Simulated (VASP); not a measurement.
Input of a VASP 6.6.1 run:

File INCAR:

```
SYSTEM = Cd
  PREC = Accurate
  ENCUT = 500
  EDIFF = 1E-7
  ISMEAR = 0
  SIGMA = 0.05
  LREAL = .FALSE.
  LASPH = .TRUE.
  NELM = 120
  ALGO = Normal
  ISIF = 3
  LWAVE = .FALSE.
  LCHARG = .FALSE.
  GGA = CA
  IBRION = 2
  NSW = 80
  EDIFFG = -0.03
  PSTRESS = 300.0
  GGA_COMPAT = .FALSE.
  NELMIN = 4
```

Contents of KPOINTS:

```
Automatic mesh
0
G
  8 8 8
  0 0 0
```

POSCAR

```
Cd
1.0
    0.0000000000      2.2100000000      2.2100000000
    2.2100000000      0.0000000000      2.2100000000
    2.2100000000      2.2100000000      0.0000000000
Cd
1
Direct
    0.0000000000      0.0000000000      0.0000000000
```

Potentials or basis: VASP PAW LDA potentials, release 64 (Cd).

Launch:

```console
$ cat potpaw_LDA.64/Cd/POTCAR > POTCAR
$ mpirun -np 1 vasp_std > vasp.out
```

(1) Estimate the relaxed cell.

(2) Predict the band gap on the k mesh.

## Answers

(1) a = 2.825 Å, b = 2.825 Å, c = 2.825 Å, α = 60.00°, β = 60.00°, γ = 60.00°.

(2) zero (bands 6 and 7 overlap by 3.01 eV).

Caveat: the cell is relaxed towards a set pressure, so the run minimises the enthalpy, not the energy.
